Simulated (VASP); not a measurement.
# Al (Fm-3m) in VASP: notebook

The runs below take Al through single point, with PBEsol.

All numbers are computed with VASP 6.6.1; they aren't measurements. Logs are shortened: lines on timing, memory, paths and dates and some standing lists are left out, and cuts for length are marked.

## Step 1: The cell of the first run

It takes space group Fm-3m (No. 225, cubic). The conventional cell has a = 3.530 Å, b = 3.530 Å, c = 3.530 Å, α = 90.00°, β = 90.00°, γ = 90.00°. Al (site symmetry m-3m) has 12 Al at 2.50 Å within 3.3 Å.

## Step 2: Single point, PBEsol (volume scaled by 0.68)

Input file INCAR:

```
SYSTEM = Al
ALGO     = Normal         ! electronic algorithm
EDIFF    = 1E-7           ! SCF threshold, eV
ENCUT    = 520            ! plane-wave cutoff, eV
GGA      = PS             ! functional
ISIF     = 2              ! what is computed and relaxed
ISMEAR   = -1             ! smearing method
LASPH    = .True.         ! aspherical terms in the spheres
LCHARG   = .True.         ! write CHGCAR
LELF     = .True.         ! ELF
LREAL    = .False.        ! projectors in reciprocal space
LVHAR    = .True.       
LWAVE    = .False.        ! write WAVECAR
NBANDS   = 8              ! bands
NELM     = 60             ! most SCF steps
PREC     = Accurate       ! precision mode
SIGMA    = 0.1            ! smearing width, eV
```

Input file KPOINTS:

```
k-points
0
Gamma
  16 16 16
  0 0 0
```

Input file POSCAR:

```
Al
1.0
    0.0000000000      1.7651934239      1.7651934239
    1.7651934239      0.0000000000      1.7651934239
    1.7651934239      1.7651934239      0.0000000000
Al
1
Direct
    0.0000000000      0.0000000000      0.0000000000
```

Potentials or basis: VASP PAW PBE potentials, release 64 (Al).

The run is started by

```
> cat potpaw_PBE.64/Al/POTCAR > POTCAR
> mpirun -np 1 vasp_std > vasp.out
```

OUTCAR:

```text
SYSTEM = Al
   EDIFF = 1E-7
   ENCUT = 520
   GGA = PS
   ISIF = 2
   ISMEAR = -1
   LASPH = .True.
   LREAL = .False.
   NELM = 60
   PREC = Accurate

 ion  position               nearest neighbor table
   1  0.000  0.000  0.000-

  LATTYP: Found a face centered cubic cell.
 ALAT       =     3.5303868478

  Lattice vectors:

 A1 = (   0.0000000000,   1.7651934239,   1.7651934239)
 A2 = (   1.7651934239,   0.0000000000,   1.7651934239)
 A3 = (   1.7651934239,   1.7651934239,   0.0000000000)

Analysis of symmetry for initial positions (statically):
=====================================================================
 Subroutine PRICEL returns:
 Original cell was already a primitive cell.

 Routine SETGRP: Setting up the symmetry group for a
 face centered cubic supercell.

 Subroutine GETGRP returns: Found 48 space group operations
 (whereof 48 operations were pure point group operations)
 out of a pool of 48 trial point group operations.

The static configuration has the point symmetry O_h .

Analysis of symmetry for dynamics (positions and initial velocities):
=====================================================================
 Subroutine PRICEL returns:
 Original cell was already a primitive cell.

 Routine SETGRP: Setting up the symmetry group for a
 face centered cubic supercell.

 Subroutine GETGRP returns: Found 48 space group operations
 (whereof 48 operations were pure point group operations)
 out of a pool of 48 trial point group operations.

The dynamic configuration has the point symmetry O_h .

 Subroutine INISYM returns: Found 48 space group operations
 (whereof 48 operations are pure point group operations),
 and found     1 'primitive' translations

----------------------------------------------------------------------------------------

                                     Primitive cell

  volume of cell :      11.0004

  direct lattice vectors                    reciprocal lattice vectors
     0.000000000  1.765193424  1.765193424    -0.283255077  0.283255077  0.283255077
     1.765193424  0.000000000  1.765193424     0.283255077 -0.283255077  0.283255077
     1.765193424  1.765193424  0.000000000     0.283255077  0.283255077 -0.283255077

  length of vectors
     2.496360480  2.496360480  2.496360480     0.490612186  0.490612186  0.490612186

  position of ions in fractional coordinates (direct lattice)
     0.000000000  0.000000000  0.000000000

  ion indices of the primitive-cell ions
   primitive index   ion index
                 1           1

----------------------------------------------------------------------------------------

 KPOINTS: k-points

Automatic generation of k-mesh.
 Grid dimensions read from file:
 generate k-points for:   16   16   16

 Generating k-lattice:

  Cartesian coordinates                     Fractional coordinates (reciprocal lattice)
    -0.017703442  0.017703442  0.017703442     0.062500000  0.000000000  0.000000000
     0.017703442 -0.017703442  0.017703442     0.000000000  0.062500000  0.000000000
     0.017703442  0.017703442 -0.017703442     0.000000000  0.000000000  0.062500000

  Length of vectors
     0.030663262  0.030663262  0.030663262

  Shift w.r.t. Gamma in fractional coordinates (k-lattice)
     0.000000000  0.000000000  0.000000000

 Subroutine IBZKPT returns following result:
 ===========================================

 Found    145 irreducible k-points:

 Following reciprocal coordinates:
            Coordinates               Weight
  0.000000  0.000000  0.000000      1.000000
  0.062500  0.000000  0.000000      8.000000
  0.125000  0.000000  0.000000      8.000000
  0.187500  0.000000  0.000000      8.000000
  0.250000  0.000000  0.000000      8.000000
  0.312500  0.000000  0.000000      8.000000
[... 16 lines left out ...]
 -0.125000  0.062500  0.000000     24.000000
 -0.062500  0.062500  0.000000     12.000000
 [... further k-points ...]
   k-points           NKPTS =    145   k-points in BZ     NKDIM =    145   number of bands    NBANDS=      8
   number of dos      NEDOS =    301   number of ions     NIONS =      1
   total plane-waves  NPLWV =   8000
   dimension x,y,z NGX =    20 NGY =   20 NGZ =   20
   dimension x,y,z NGXF=    40 NGYF=   40 NGZF=   40
   ions per type =               1
   NGX,Y,Z   is equivalent  to a cutoff of  13.32, 13.32, 13.32 a.u.
   NGXF,Y,Z  is equivalent  to a cutoff of  26.64, 26.64, 26.64 a.u.
 SYSTEM =  Al
   PREC   = accura    normal or accurate (medium, high low for compatibility)
   ISTART =      0    job   : 0-new  1-cont  2-samecut
   ICHARG =      2    charge: 1-file 2-atom 10-const
   ISPIN  =      1    spin polarized calculation?
   LNONCOLLINEAR =      F non collinear calculations
   LSORBIT =      F    spin-orbit coupling
   LASPH  =      T    aspherical Exc in radial PAW
   ENCUT  =  520.0 eV  38.22 Ry    6.18 a.u.   4.64  4.64  4.64*2*pi/ulx,y,z
   NELM   =     60;   NELMIN=  2; NELMDL= -5     # of ELM steps
   EDIFF  = 0.1E-06   stopping-criterion for ELM
   LREAL  =      F    real-space projection
   EDIFFG = 0.1E-05   stopping-criterion for IOM
   NSW    =      0    number of steps for IOM
   IBRION =     -1    ionic relax: 0-MD 1-quasi-New 2-CG
   NFREE  =      0    steps in history (QN), initial steepest desc. (CG)
   ISIF   =      2    stress and relaxation
   ISYM   =      2    0-nonsym 1-usesym 2-fastsym
   POTIM  = 0.5000    time-step for ionic-motion
   TEBEG  =    0.0;   TEEND  =   0.0 temperature during run
   PSTRESS=    0.0 pullay stress
   NELECT =       3.0000    total number of electrons
   NUPDOWN=      -1.0000    fix difference up-down
   EMIN   =  10.00;   EMAX   =-10.00  energy-range for DOS
   EFERMI =   0.00;   METHOD = LEGACY
   ISMEAR =    -1;   SIGMA  =   0.10  broadening in eV -4-tet -1-fermi 0-gaus
   EFERMI_NEDOS =   21; number of points for ismear=-14 and -15
   IALGO  =     38    algorithm
   IMIX   =      4    mixing-type and parameters
     AMIX     =   0.40;   BMIX     =  1.00
     AMIX_MAG =   1.60;   BMIX_MAG =  1.00
  volume/ion in A,a.u.               =      11.00        74.23
  Fermi-wavevector in a.u.,A,eV,Ry     =   1.061646  2.006220 15.335013  1.127092
  Thomas-Fermi vector in A             =   2.197069
   LORBIT       =      0    0 simple, 1 ext, 2 COOP (PROOUT), +10 PAW based schemes
   GGA     = PS    functional components
   LHFCALC =     F    Hartree Fock is set to
   AEXX    =    0.0000 exact exchange contribution
   IVDW    =     0    specifies the selected vdW correction
   LEPSILON=     F    determine dielectric tensor
   LRPA    =     F    only Hartree local field effects (RPA)
 non-spin polarized calculation
  energy-cutoff  :      520.00
  volume of cell :       11.00
 maximum number of plane-waves:       307
   NGX =  9   NGY =  9   NGZ =  9

 number of electron       3.0000000 magnetization

 Free energy of the ion-electron system (eV)
  ---------------------------------------------------
  ext. energy  EPLUGINS =         0.00000000
  ---------------------------------------------------
  free energy    TOTEN  =        -3.24933719 eV

  energy without entropy =       -3.24004271  energy(sigma->0) =       -3.24468995

 E-fermi :  12.8376     XC(G=0): -11.8387

 val. band max:       12.7653536181   @ k =   0.3750   0.0625   0.0000
 cond. band min:      12.8377777810   @ k =  -0.4375   0.3750   0.0625
 fundamental gap:      0.0724241628
 Fermi energy:        12.8375616480

 k-point     1 :       0.0000    0.0000    0.0000
  band No.  band energies     occupation
      1      -1.3309      2.00000
      2      27.9594      0.00000
      3      27.9594      0.00000
      4      27.9594      0.00000
      5      32.6539      0.00000
      6      33.0827      0.00000
      7      33.0827      0.00000
      8      33.0827      0.00000

 k-point     2 :       0.0625    0.0000    0.0000
  band No.  band energies     occupation
      1      -1.1923      2.00000
      2      26.1718      0.00000
      3      27.8110      0.00000
      4      27.8110      0.00000
      5      32.7170      0.00000
      6      33.4159      0.00000
      7      33.4159      0.00000
      8      34.6461      0.00000

 k-point     3 :       0.1250    0.0000    0.0000
  band No.  band energies     occupation
      1      -0.7779      2.00000
      2      23.1783      0.00000
      3      27.4665      0.00000
      4      27.4665      0.00000
      5      32.2621      0.00000
      6      34.1588      0.00000
      7      34.1588      0.00000
      8      35.3416      0.00000

 k-point     4 :       0.1875    0.0000    0.0000
  band No.  band energies     occupation
      1      -0.0913      2.00000
      2      20.1187      0.00000
      3      27.0872      0.00000
      4      27.0872      0.00000
      5      31.7330      0.00000
      6      33.4456      0.00000
      7      33.4456      0.00000
      8      35.9721      0.00000

 k-point     5 :       0.2500    0.0000    0.0000
  band No.  band energies     occupation
      1       0.8609      2.00000
      2      17.1751      0.00000
      3      26.7678      0.00000
      4      26.7678      0.00000
      5      31.2923      0.00000
      6      32.1536      0.00000
      7      32.1536      0.00000
      8      37.6155      0.00000

 k-point     6 :       0.3125    0.0000    0.0000
  band No.  band energies     occupation
      1       2.0699      2.00000
      2      14.4030      0.00000
      3      26.5450      0.00000
      4      26.5450      0.00000
      5      31.0144      0.00000
      6      31.0348      0.00000
      7      31.0348      0.00000
      8      36.4391      0.00000

 k-point     7 :       0.3750    0.0000    0.0000
  band No.  band energies     occupation
      1       3.5223      2.00000
      2      11.8306      1.99992
      3      26.4209      0.00000
      4      26.4209      0.00000
      5      30.1749      0.00000
      6      30.1749      0.00000
      7      30.9080      0.00000
      8      35.4162      0.00000
[... 133 lines left out ...]
 k-point    20 :      -0.3125    0.0625    0.0000
  band No.  band energies     occupation
      1       2.6457      2.00000
      2      13.6180      0.00082
      3      24.2206      0.00000
      4      27.4174      0.00000
      5      29.8958      0.00000
      6      30.9234      0.00000
      7      32.3257      0.00000
      8      37.1110      0.00000

 k-point    21 :      -0.2500    0.0625    0.0000
  band No.  band energies     occupation
      1       1.3556      2.00000
      2      16.3108      0.00000
      3      24.3895      0.00000
      4      27.9908      0.00000
      5      30.4678      0.00000
      6      31.8254      0.00000
      7      32.7278      0.00000
      8      36.9400      0.00000

 k-point    22 :      -0.1875    0.0625    0.0000
  band No.  band energies     occupation
      1       0.3180      2.00000
      2      19.1676      0.00000
      3      24.7540      0.00000
      4      28.3611      0.00000
      5      31.4789      0.00000
      6      32.4573      0.00000
      7      33.6890      0.00000
      8      35.3530      0.00000

 k-point    23 :      -0.1250    0.0625    0.0000
  band No.  band energies     occupation
      1      -0.4568      2.00000
      2      22.1044      0.00000
      3      25.3345      0.00000
      4      28.5019      0.00000
      5      32.6188      0.00000
      6      32.9703      0.00000
      7      34.4609      0.00000
      8      34.5782      0.00000

 k-point    24 :      -0.0625    0.0625    0.0000
  band No.  band energies     occupation
      1      -0.9619      2.00000
      2      24.7559      0.00000
      3      26.3138      0.00000
      4      28.3227      0.00000
      5      33.0592      0.00000
      6      33.2017      0.00000
      7      33.8854      0.00000
      8      35.1138      0.00000

 [... further k-points ...]

------------------------ aborting loop because EDIFF is reached ----------------------------------------

  FORCE on cell =-STRESS in cart. coord.  units (eV):
  Direction    XX          YY          ZZ          XY          YZ          ZX
  --------------------------------------------------------------------------------------
  -------------------------------------------------------------------------------------
  Total        5.0543734      5.0543734      5.0543734     -0.0000000     -0.0000000      0.0000000
  in kB      736.1579446    736.1579446    736.1579446     -0.0000000     -0.0000000      0.0000000
  external PRESSURE =     736.1579446 kB  Pullay stress =       0.0000000 kB

 VOLUME and BASIS-vectors are now :
 -----------------------------------------------------------------------------
  energy-cutoff  :      520.00
  volume of cell :       11.00
      direct lattice vectors                 reciprocal lattice vectors
     0.000000000  1.765193424  1.765193424    -0.283255077  0.283255077  0.283255077
     1.765193424  0.000000000  1.765193424     0.283255077 -0.283255077  0.283255077
     1.765193424  1.765193424  0.000000000     0.283255077  0.283255077 -0.283255077

 POSITION                                       TOTAL-FORCE (eV/Angst)
 -----------------------------------------------------------------------------------
      0.00000      0.00000      0.00000         0.000000      0.000000      0.000000
 -----------------------------------------------------------------------------------
    total drift:                               -0.000000     -0.000000     -0.000000

  FREE ENERGIE OF THE ION-ELECTRON SYSTEM (eV)
  ---------------------------------------------------
  free  energy   TOTEN  =        -3.2493371927 eV

  energy  without entropy=       -3.2400427127  energy(sigma->0) =       -3.24468995
```

Wall time 23 s (1 thread of AMD EPYC 7R13, shared host); peak memory 0.09 GiB.

What came out:

- Free energy: -3.2493 eV
- Pressure: 73.6 GPa

Caveat: the PAW data sets were made with another functional, which shifts forces and pressure a little.

(Part 1 of 2 ends here.)
